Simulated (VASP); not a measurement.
Runs of VASP 6.6.1 on AgI. The structure is cubic, space group F-43m (No. 216). Conventional cell: a = 6.577 Å, b = 6.577 Å, c = 6.577 Å, α = 90.00°, β = 90.00°, γ = 90.00°. Within 3.8 Å of Ag (site symmetry -43m) lie 4 I at 2.85 Å. Within 3.8 Å of I (site symmetry -43m) lie 4 Ag at 2.85 Å. 

| level | spin | k mesh | cutoff (eV) | gap on the mesh (eV) | pressure (GPa) |
| --- | --- | --- | --- | --- | --- |
| r2SCAN | off | 6 × 6 × 6 | 550 | 1.79 | -0.1 |
| PBE | non-collinear, zero start, SOC | 4 × 4 × 4 | 500 | - | 0.7 |
| PBE | off | 6 × 6 × 6 | 500 | 1.34 | (a) |
| r2SCAN | off | 4 × 4 × 4 | 550 | 1.79 | 0.0 |
| PBE | off | 4 × 4 × 4 | 500 | 1.34 | 0.7 |

Alike in all rows: task single point; potentials or basis VASP PAW PBE potentials, release 64 (Ag, I); cell as given; smearing gaussian 0.01 eV.

**Question.** Fill in the values left out.

**Answer.** (a) 0.6.

Caveats: some runs use coarse meshes; spin-orbit coupling is left out, which moves the levels of the heavy elements (some runs); the PAW data sets were made with another functional, which shifts forces and pressure a little (some runs).

A k mesh can miss the band edges, and rows without SOC leave out spin-orbit coupling on Ag, I.
